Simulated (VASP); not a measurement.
# Sn in VASP: a series of runs, part 2 of 2

VASP 6.6.1. Earlier steps stand in the parts before.

## Step 3: Relaxation of the atoms, PBE

File INCAR:

```
  PREC = Accurate
  ENCUT = 520
  EDIFF = 1E-6
  ISMEAR = 0
  SIGMA = 0.1
  LREAL = F
  LASPH = T
  NELM = 60
  ALGO = Normal
  ISIF = 2
  LWAVE = F
  LCHARG = F
  LDIPOL = T
  IDIPOL = 3
  DIPOL = 0.5 0.5 0.500
  GGA = PE
  IBRION = 2
  NSW = 80
  EDIFFG = -0.02
  KPAR = 4
```

File KPOINTS:

```
regular mesh
0
Gamma
  8 8 1
```

File POSCAR:

```
Sn
1.0
    4.7067117294      0.0000000000      0.0000000000
    0.0000000000      4.7067117294      0.0000000000
    0.0000000000      0.0000000000     24.9844433429
Sn
7
Direct
    0.0000000000      0.0000000000      0.3001867961
    0.5000000000      0.0000000000      0.3667911974
    0.5000000000      0.5000000000      0.4333955987
    0.0000000000      0.5000000000      0.5000000000
    0.0000000000      0.0000000000      0.5666044013
    0.5000000000      0.0000000000      0.6332088026
    0.5000000000      0.5000000000      0.6998132039
```

Potentials or basis: VASP PAW PBE potentials, release 64 (Sn_d).

The run is started by

```console
$ cat potpaw_PBE.64/Sn_d/POTCAR > POTCAR
$ mpirun -np 4 vasp_std > vasp.out
```

OUTCAR:

```text
PREC = Accurate
   ENCUT = 520
   EDIFF = 1E-6
   ISMEAR = 0
   LREAL = F
   LASPH = T
   NELM = 60
   ISIF = 2
   GGA = PE
   IBRION = 2
   NSW = 80
   EDIFFG = -0.02

 ion  position               nearest neighbor table
   1  0.000  0.000  0.300-   2 2.88   2 2.88
   2  0.500  0.000  0.367-   1 2.88   1 2.88   3 2.88   3 2.88
   3  0.500  0.500  0.433-   4 2.88   4 2.88   2 2.88   2 2.88
   4  0.000  0.500  0.500-   3 2.88   5 2.88   5 2.88   3 2.88
   5  0.000  0.000  0.567-   4 2.88   4 2.88   6 2.88   6 2.88
   6  0.500  0.000  0.633-   7 2.88   7 2.88   5 2.88   5 2.88
   7  0.500  0.500  0.700-   6 2.88   6 2.88

  LATTYP: Found a simple tetragonal cell.
 ALAT       =     4.7067117294
 C/A-ratio  =     5.3082586696

  Lattice vectors:

 A1 = (   4.7067117294,   0.0000000000,   0.0000000000)
 A2 = (   0.0000000000,   4.7067117294,   0.0000000000)
 A3 = (   0.0000000000,   0.0000000000,  24.9844433429)

Analysis of symmetry for initial positions (statically):
=====================================================================
 Subroutine PRICEL returns:
 Original cell was already a primitive cell.

[... 329 lines left out ...]
  FREE ENERGIE OF THE ION-ELECTRON SYSTEM (eV)
  ---------------------------------------------------
  free  energy   TOTEN  =       -24.4672419951 eV

  energy  without entropy=      -24.4341749950  energy(sigma->0) =      -24.45070850

 dipolmoment           0.000000      0.000000      0.000000 electrons x Angstroem

--------------------------------------- Ionic step        5  -------------------------------------------

 number of electron      97.9999927 magnetization

 dipolmoment           0.000000      0.000000     -0.000000 electrons x Angstroem

 Free energy of the ion-electron system (eV)
  ---------------------------------------------------
  ext. energy  EPLUGINS =         0.00000000
  ---------------------------------------------------
  free energy    TOTEN  =       -24.46732595 eV

  energy without entropy =      -24.43421473  energy(sigma->0) =      -24.45077034

 E-fermi :  -0.2577     XC(G=0):  -4.6362

 val. band max:       -0.2790097353   @ k =   0.5000   0.1250   0.0000
 cond. band min:      -0.2523808380   @ k =   0.5000   0.0000   0.0000
 fundamental gap:      0.0266288973
 Fermi energy:        -0.2576975535

 k-point     1 :       0.0000    0.0000    0.0000
  band No.  band energies     occupation
      1     -21.6259      2.00000
      2     -21.6259      2.00000
      3     -21.5662      2.00000
      4     -21.5533      2.00000
      5     -21.5300      2.00000
      6     -21.5300      2.00000
[... 904 lines left out ...]
     57       3.6648      0.00000
     58       3.6648      0.00000

------------------------ aborting loop because EDIFF is reached ----------------------------------------

 vacuum level on the upper side and lower side of the slab       (xc-potential included)        -0.007        -0.007

  FORCE on cell =-STRESS in cart. coord.  units (eV):
  Direction    XX          YY          ZZ          XY          YZ          ZX
  --------------------------------------------------------------------------------------
  -------------------------------------------------------------------------------------
  Total       -0.8337266     -0.8337266      0.0704791      0.0000000      0.0000000      0.0000000
  in kB       -2.4134003     -2.4134003      0.2040167      0.0000000      0.0000000      0.0000000
  external PRESSURE =      -1.5409280 kB  Pullay stress =       0.0000000 kB
[... 22 lines left out ...]
  FREE ENERGIE OF THE ION-ELECTRON SYSTEM (eV)
  ---------------------------------------------------
  free  energy   TOTEN  =       -24.4673259479 eV

  energy  without entropy=      -24.4342147276  energy(sigma->0) =      -24.45077034

 reached required accuracy - stopping structural energy minimisation

 vacuum level on the upper side and lower side of the slab         4.245         4.245
```

Run time: 4.8 min. Hardware: 4 MPI ranks of Intel Xeon 6975P-C (Granite Rapids), shared host; peak memory 0.79 GiB.

Results:

* Free energy: -24.4673 eV
* Energy gained by relaxing: 0.3 meV/atom
* Ionic steps: 5
* Largest force after relaxing: 0.011 eV/Å
* Band gap on the k mesh: zero (bands 49 and 50 overlap by 0.81 eV)

Forces on the atoms (eV/Å):
```
Sn   0.000  0.000 -0.007
Sn   0.000  0.000 -0.011
Sn   0.000  0.000  0.001
Sn   0.000  0.000  0.000
Sn   0.000  0.000 -0.001
Sn   0.000  0.000  0.011
Sn   0.000  0.000  0.007
```

Step by step:
| step | energy change (eV) | largest force (eV/Å) | pressure (GPa) |
| --- | --- | --- | --- |
| 1 | 0.0000 | 0.0910 | -0.11 |
| 2 | -0.0012 | 0.0631 | -0.13 |
| 3 | -0.0021 | 0.0217 | -0.15 |
| 4 | -0.0021 | 0.0240 | -0.15 |
| 5 | -0.0022 | 0.0112 | -0.15 |

Final structure:
```
Sn
1.0
     4.70671    0.00000    0.00000
     0.00000    4.70671    0.00000
     0.00000    0.00000   24.98444
Sn
7
Direct
  0.00000 0.00000 0.29961
  0.50000 0.00000 0.36709
  0.50000 0.50000 0.43375
  0.00000 0.50000 0.50000
  0.00000 0.00000 0.56625
  0.50000 0.00000 0.63291
  0.50000 0.50000 0.70039
```

Caveat: spin-orbit coupling is left out, which moves the levels of the heavy elements.

## Step 4: Single point, PBEsol

File INCAR:

```
  ALGO = Normal
  DIPOL = 0.5 0.5 0.500
  EDIFF = 1E-6
  ENCUT = 400
  GGA = PS
  GGA_COMPAT = False
  IDIPOL = 3
  ISIF = 2
  ISMEAR = 0
  LASPH = True
  LCHARG = True
  LDIPOL = True
  LELF = True
  LREAL = False
  LVACPOTAV = True
  LVHAR = True
  LWAVE = False
  NBANDS = 58
  NELM = 120
  NELMDL = -8
  PREC = Accurate
  SIGMA = 0.1
```

File KPOINTS:

```
k-points
0
Gamma
  8 8 1
```

POSCAR is that of step 3.

The run is started by

```console
$ cat potpaw_PBE.64/Sn_d/POTCAR > POTCAR
$ mpirun -np 1 vasp_std > vasp.out
```

Run time: 13 min. Hardware: 1 thread of Oxide Virtual Turin-like, shared host; peak memory 0.49 GiB.

It converged, with:

- Free energy: -26.7615 eV
- Largest force: 0.161 eV/Å
- Band gap on the k mesh: zero (bands 49 and 50 overlap by 0.86 eV)

Forces on the atoms (eV/Å):
```
Sn   0.000  0.000  0.161
Sn   0.000  0.000  0.074
Sn   0.000  0.000  0.049
Sn   0.000  0.000  0.000
Sn   0.000  0.000 -0.049
Sn   0.000  0.000 -0.074
Sn   0.000  0.000 -0.161
```

Levels at points of the mesh, in eV from the Fermi level:
```tsv
k point	band 47	band 48	band 49	band 50	band 51	band 52
(0.00, 0.00, 0.00)	-0.19	-0.19	0.54	1.19	1.21	1.31
(0.50, 0.00, 0.00)	-0.69	-0.54	-0.36	0.01	1.09	1.45
(0.50, 0.50, 0.00)	-1.91	-0.66	-0.66	-0.32	-0.11	1.83
```

Caveat: the PAW data sets were made with another functional, which shifts forces and pressure a little; spin-orbit coupling is left out, which moves the levels of the heavy elements.

## Step 5: The runs side by side

| task | level | cell | cutoff (eV) | gap on the mesh (eV) | largest force (eV/Å) |
| --- | --- | --- | --- | --- | --- |
| single point | PBE | as given, atomic positions A | 520 | none | - |
| relaxation of the atoms | PBE | atoms relaxed, atomic positions B | 520 | none | 0.01 |
| single point | PBEsol | as given, atomic positions B | 400 | none | 0.16 |

Alike in all rows: potentials or basis VASP PAW PBE potentials, release 64 (Sn_d); no spin polarisation; k mesh 8 × 8 × 1; smearing gaussian 0.1 eV.

Caveats: spin-orbit coupling is left out, which moves the levels of the heavy elements; the PAW data sets were made with another functional, which shifts forces and pressure a little (at least some runs).

Total energies depend on the potentials used, so only differences within one code and one set of settings carry meaning.

The gap in the log of VASP goes by the Fermi energy; the results here count the filled bands.